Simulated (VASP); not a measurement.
# KZnF3 (P4/mmm) in VASP: a series of runs

Runs on KZnF3. Level: r2SCAN. Tasks: single point.

Program: VASP 6.6.1. These are calculated values, not measurements. Logs are shortened: lines on timing, memory, paths and dates and some standing lists are left out, and cuts for length are marked.

## Step 1: The cell of the first run

Symmetry: P4/mmm, No. 123, tetragonal system. Conventional cell: a = 4.105 Å, b = 4.105 Å, c = 3.941 Å, α = 90.00°, β = 90.00°, γ = 90.00°. Within 3.7 Å of K (site symmetry 4/mmm) lie 12 F at 2.85 to 2.90 Å and 8 Zn at 3.51 Å. Within 2.6 Å of Zn (site symmetry 4/mmm) lie 6 F at 1.97 to 2.05 Å. Within 2.6 Å of F (site symmetry 4/mmm) lie 2 Zn at 1.97 Å. F (site symmetry mmm) has 2 Zn at 2.05 Å within 2.7 Å.

## Step 2: Single point, r2SCAN

File POSCAR:

```
KZnF3
1.0
    4.1054863470      0.0000000000      0.0000000000
    0.0000000000      4.1054863470      0.0000000000
    0.0000000000      0.0000000000      3.9412668931
K Zn F
1 1 3
Direct
    0.0000000000      0.0000000000      0.0000000000
    0.5000000000      0.5000000000      0.5000000000
    0.5000000000      0.5000000000      0.0000000000
    0.0000000000      0.5000000000      0.5000000000
    0.5000000000      0.0000000000      0.5000000000
```

File INCAR.step1:

```
SYSTEM = KZnF3
PREC = Accurate
ENCUT = 520
ISMEAR = 0
SIGMA = 0.05
LREAL = .False.
LASPH = .True.
NELM = 80
NBANDS = 29
GGA = PE
ALGO = Normal
EDIFF = 1E-4
LWAVE = .True.
LCHARG = .False.
```

File INCAR.step2:

```
SYSTEM = KZnF3
PREC = Accurate
ENCUT = 520
EDIFF = 1E-6
ISMEAR = 0
SIGMA = 0.05
LREAL = .False.
LASPH = .True.
NELM = 80
ALGO = Normal
ISIF = 2
LWAVE = .False.
LCHARG = .False.
METAGGA = R2SCAN
LMIXTAU = .True.
NBANDS = 29
ISTART = 1
```

File KPOINTS:

```
Automatic mesh
0
Gamma
  6 6 6
  0 0 0
```

Potentials or basis: VASP PAW PBE potentials, release 64 (K_sv, Zn, F).

Started as:

```console
$ cat potpaw_PBE.64/K_sv/POTCAR potpaw_PBE.64/Zn/POTCAR potpaw_PBE.64/F/POTCAR > POTCAR
$ cp INCAR.step1 INCAR
$ mpirun -np 1 vasp_std > vasp.out
$ cp INCAR.step2 INCAR
$ mpirun -np 1 vasp_std > vasp.out
```

OUTCAR:

```text
SYSTEM = KZnF3
   PREC = Accurate
   ENCUT = 520
   EDIFF = 1E-6
   ISMEAR = 0
   LREAL = .False.
   LASPH = .True.
   NELM = 80
   ISIF = 2
   METAGGA = R2SCAN
   ISTART = 1

 ion  position               nearest neighbor table
   1  0.000  0.000  0.000-   4 2.85   5 2.85   4 2.85   5 2.85   4 2.85   4 2.85   5 2.85   5 2.85

   2  0.500  0.500  0.500-   3 1.97   3 1.97   5 2.05   4 2.05   5 2.05   4 2.05
   3  0.500  0.500  0.000-   2 1.97   2 1.97
   4  0.000  0.500  0.500-   2 2.05   2 2.05   1 2.85   1 2.85   1 2.85   1 2.85
   5  0.500  0.000  0.500-   2 2.05   2 2.05   1 2.85   1 2.85   1 2.85   1 2.85

  LATTYP: Found a simple tetragonal cell.
 ALAT       =     4.1054863470
 C/A-ratio  =     0.9600000000

  Lattice vectors:

 A1 = (   4.1054863470,   0.0000000000,   0.0000000000)
 A2 = (   0.0000000000,   4.1054863470,   0.0000000000)
 A3 = (   0.0000000000,   0.0000000000,   3.9412668931)

Analysis of symmetry for initial positions (statically):
=====================================================================
 Subroutine PRICEL returns:
 Original cell was already a primitive cell.

 Routine SETGRP: Setting up the symmetry group for a
 simple tetragonal supercell.

 Subroutine GETGRP returns: Found 16 space group operations
 (whereof 16 operations were pure point group operations)
 out of a pool of 16 trial point group operations.

The static configuration has the point symmetry D_4h.

Analysis of symmetry for dynamics (positions and initial velocities):
=====================================================================
 Subroutine PRICEL returns:
 Original cell was already a primitive cell.

 Routine SETGRP: Setting up the symmetry group for a
 simple tetragonal supercell.

 Subroutine GETGRP returns: Found 16 space group operations
 (whereof 16 operations were pure point group operations)
 out of a pool of 16 trial point group operations.

The dynamic configuration has the point symmetry D_4h.

 Subroutine INISYM returns: Found 16 space group operations
 (whereof 16 operations are pure point group operations),
 and found     1 'primitive' translations

----------------------------------------------------------------------------------------

                                     Primitive cell

  volume of cell :      66.4301

  direct lattice vectors                    reciprocal lattice vectors
     4.105486347  0.000000000  0.000000000     0.243576501  0.000000000  0.000000000
     0.000000000  4.105486347  0.000000000     0.000000000  0.243576501  0.000000000
     0.000000000  0.000000000  3.941266893     0.000000000  0.000000000  0.253725522

  length of vectors
     4.105486347  4.105486347  3.941266893     0.243576501  0.243576501  0.253725522

  position of ions in fractional coordinates (direct lattice)
     0.000000000  0.000000000  0.000000000
     0.500000000  0.500000000  0.500000000
     0.500000000  0.500000000  0.000000000
     0.000000000  0.500000000  0.500000000
     0.500000000  0.000000000  0.500000000

  ion indices of the primitive-cell ions
   primitive index   ion index
                 1           1
                 2           2
                 3           3
                 4           4
                 5           5

----------------------------------------------------------------------------------------

 KPOINTS: Automatic mesh

Automatic generation of k-mesh.
 Grid dimensions read from file:
 generate k-points for:    6    6    6

 Generating k-lattice:

  Cartesian coordinates                     Fractional coordinates (reciprocal lattice)
     0.040596084  0.000000000  0.000000000     0.166666667  0.000000000  0.000000000
     0.000000000  0.040596084  0.000000000     0.000000000  0.166666667  0.000000000
     0.000000000  0.000000000  0.042287587     0.000000000  0.000000000  0.166666667

  Length of vectors
     0.040596084  0.040596084  0.042287587

  Shift w.r.t. Gamma in fractional coordinates (k-lattice)
     0.000000000  0.000000000  0.000000000

 Subroutine IBZKPT returns following result:
 ===========================================

 Found     40 irreducible k-points:

 Following reciprocal coordinates:
            Coordinates               Weight
  0.000000  0.000000  0.000000      1.000000
  0.166667  0.000000  0.000000      4.000000
  0.333333  0.000000  0.000000      4.000000
  0.500000  0.000000  0.000000      2.000000
  0.166667  0.166667  0.000000      4.000000
  0.333333  0.166667  0.000000      8.000000
[... 16 lines left out ...]
  0.333333  0.000000  0.333333      8.000000
  0.500000  0.000000  0.333333      4.000000
 [... further k-points ...]
   k-points           NKPTS =     40   k-points in BZ     NKDIM =     40   number of bands    NBANDS=     29
   number of dos      NEDOS =    301   number of ions     NIONS =      5
   total plane-waves  NPLWV =  30720
   dimension x,y,z NGX =    32 NGY =   32 NGZ =   30
   dimension x,y,z NGXF=    64 NGYF=   64 NGZF=   60
   ions per type =               1   1   3
   NGX,Y,Z   is equivalent  to a cutoff of  12.96, 12.96, 12.65 a.u.
   NGXF,Y,Z  is equivalent  to a cutoff of  25.92, 25.92, 25.31 a.u.
 SYSTEM =  KZnF3
   PREC   = accura    normal or accurate (medium, high low for compatibility)
   ISTART =      1    job   : 0-new  1-cont  2-samecut
   ICHARG =      0    charge: 1-file 2-atom 10-const
   ISPIN  =      1    spin polarized calculation?
   LNONCOLLINEAR =      F non collinear calculations
   LSORBIT =      F    spin-orbit coupling
   LASPH  =      T    aspherical Exc in radial PAW
   ENCUT  =  520.0 eV  38.22 Ry    6.18 a.u.   7.63  7.63  7.33*2*pi/ulx,y,z
   NELM   =     80;   NELMIN=  2; NELMDL=  0     # of ELM steps
   EDIFF  = 0.1E-05   stopping-criterion for ELM
   LREAL  =      F    real-space projection
   EDIFFG = 0.1E-04   stopping-criterion for IOM
   NSW    =      0    number of steps for IOM
   IBRION =     -1    ionic relax: 0-MD 1-quasi-New 2-CG
   NFREE  =      0    steps in history (QN), initial steepest desc. (CG)
   ISIF   =      2    stress and relaxation
   ISYM   =      2    0-nonsym 1-usesym 2-fastsym
   POTIM  = 0.5000    time-step for ionic-motion
   TEBEG  =    0.0;   TEEND  =   0.0 temperature during run
   PSTRESS=    0.0 pullay stress
   NELECT =      42.0000    total number of electrons
   NUPDOWN=      -1.0000    fix difference up-down
   EMIN   =  10.00;   EMAX   =-10.00  energy-range for DOS
   EFERMI =   0.00;   METHOD = LEGACY
   ISMEAR =     0;   SIGMA  =   0.05  broadening in eV -4-tet -1-fermi 0-gaus
   EFERMI_NEDOS =   21; number of points for ismear=-14 and -15
   IALGO  =     38    algorithm
   IMIX   =      4    mixing-type and parameters
     AMIX     =   0.40;   BMIX     =  1.00
     AMIX_MAG =   1.60;   BMIX_MAG =  1.00
  volume/ion in A,a.u.               =      13.29        89.66
  Fermi-wavevector in a.u.,A,eV,Ry     =   1.405086  2.655228 26.861528  1.974267
  Thomas-Fermi vector in A             =   2.527583
   LORBIT       =      0    0 simple, 1 ext, 2 COOP (PROOUT), +10 PAW based schemes
   METAGGA = R2SCAN    functional components
   LHFCALC =     F    Hartree Fock is set to
   AEXX    =    0.0000 exact exchange contribution
   IVDW    =     0    specifies the selected vdW correction
   LEPSILON=     F    determine dielectric tensor
   LRPA    =     F    only Hartree local field effects (RPA)
 non-spin polarized calculation
 Gauss-broadening in eV      SIGMA  =   0.05
  energy-cutoff  :      520.00
  volume of cell :       66.43
 maximum number of plane-waves:      1809
 NGX is ok and might be reduce to    32
   NGX = 15   NGY = 15   NGZ = 15

 number of electron      41.9999992 magnetization

 Free energy of the ion-electron system (eV)
  ---------------------------------------------------
  ext. energy  EPLUGINS =         0.00000000
  ---------------------------------------------------
  free energy    TOTEN  =       -38.33187133 eV

  energy without entropy =      -38.33187133  energy(sigma->0) =      -38.33187133

 E-fermi :  -0.8916     XC(G=0): -10.4727

 val. band max:       -1.1125629124   @ k =   0.5000   0.5000   0.5000
 cond. band min:       3.3477381471   @ k =   0.0000   0.0000   0.0000
 fundamental gap:      4.4603010595
 Fermi energy:        -0.8916232390

 k-point     1 :       0.0000    0.0000    0.0000
  band No.  band energies     occupation
      1     -29.4175      2.00000
      2     -24.1632      2.00000
      3     -23.5304      2.00000
      4     -23.3808      2.00000
      5     -12.1511      2.00000
      6     -12.1511      2.00000
[... 21 lines left out ...]
     28      10.6499      0.00000
     29      13.7010      0.00000

 k-point     2 :       0.1667    0.0000    0.0000
  band No.  band energies     occupation
      1     -29.4124      2.00000
      2     -24.1451      2.00000
      3     -23.5277      2.00000
      4     -23.4002      2.00000
      5     -12.1466      2.00000
      6     -12.1411      2.00000
[... 21 lines left out ...]
     28      10.7195      0.00000
     29      13.4692      0.00000

 k-point     3 :       0.3333    0.0000    0.0000
  band No.  band energies     occupation
      1     -29.4022      2.00000
      2     -24.1061      2.00000
      3     -23.5194      2.00000
      4     -23.4434      2.00000
      5     -12.1374      2.00000
      6     -12.1209      2.00000
[... 21 lines left out ...]
     28      10.8700      0.00000
     29      12.9928      0.00000

 k-point     4 :       0.5000    0.0000    0.0000
  band No.  band energies     occupation
      1     -29.3970      2.00000
      2     -24.0851      2.00000
      3     -23.5100      2.00000
      4     -23.4718      2.00000
      5     -12.1328      2.00000
      6     -12.1106      2.00000
[... 597 lines left out ...]
     28      10.7048      0.00000
     29      12.9349      0.00000

 k-point    23 :       0.3333    0.0000    0.3333
  band No.  band energies     occupation
      1     -29.3858      2.00000
      2     -23.9611      2.00000
      3     -23.6070      2.00000
      4     -23.4487      2.00000
      5     -12.1932      2.00000
      6     -12.1503      2.00000
[... 21 lines left out ...]
     28      10.8725      0.00000
     29      12.1564      0.00000

 k-point    24 :       0.5000    0.0000    0.3333
  band No.  band energies     occupation
      1     -29.3820      2.00000
      2     -23.9502      2.00000
      3     -23.5359      2.00000
      4     -23.5205      2.00000
      5     -12.1874      2.00000
      6     -12.1872      2.00000
[... 21 lines left out ...]
     28      11.6231      0.00000
     29      11.9794      0.00000

 [... further k-points ...]

------------------------ aborting loop because EDIFF is reached ----------------------------------------

  FORCE on cell =-STRESS in cart. coord.  units (eV):
  Direction    XX          YY          ZZ          XY          YZ          ZX
  --------------------------------------------------------------------------------------
  -------------------------------------------------------------------------------------
  Total       -0.4689271     -0.4689271      1.2808794      0.0000000     -0.0000000     -0.0000000
  in kB      -11.3096933    -11.3096933     30.8925485      0.0000000     -0.0000000     -0.0000000
  external PRESSURE =       2.7577206 kB  Pullay stress =       0.0000000 kB

 VOLUME and BASIS-vectors are now :
 -----------------------------------------------------------------------------
  energy-cutoff  :      520.00
  volume of cell :       66.43
      direct lattice vectors                 reciprocal lattice vectors
     4.105486347  0.000000000  0.000000000     0.243576501  0.000000000  0.000000000
     0.000000000  4.105486347  0.000000000     0.000000000  0.243576501  0.000000000
     0.000000000  0.000000000  3.941266893     0.000000000  0.000000000  0.253725522

 POSITION                                       TOTAL-FORCE (eV/Angst)
 -----------------------------------------------------------------------------------
      0.00000      0.00000      0.00000         0.000000      0.000000      0.000000
      2.05274      2.05274      1.97063         0.000000      0.000000      0.000000
      2.05274      2.05274      0.00000         0.000000      0.000000      0.000000
      0.00000      2.05274      1.97063         0.000000      0.000000      0.000000
      2.05274      0.00000      1.97063         0.000000      0.000000      0.000000
 -----------------------------------------------------------------------------------
    total drift:                                0.000000     -0.000000     -0.000000

  FREE ENERGIE OF THE ION-ELECTRON SYSTEM (eV)
  ---------------------------------------------------
  free  energy   TOTEN  =       -38.3318713300 eV

  energy  without entropy=      -38.3318713300  energy(sigma->0) =      -38.33187133
```

It took 2.9 min on 1 thread of Intel Xeon Platinum 8488C (Sapphire Rapids), shared host; peak memory 0.22 GiB.

Results:

```yaml
Free_energy: -38.3319 eV
Pressure: 0.3 GPa
Band_gap_on_the_k_mesh: 4.46 eV (least direct gap 6.54 eV)
```

Caveat: the PAW data sets were made with another functional, which shifts forces and pressure a little. A k mesh can miss the band edges.

(Part 1 of 2 ends here.)
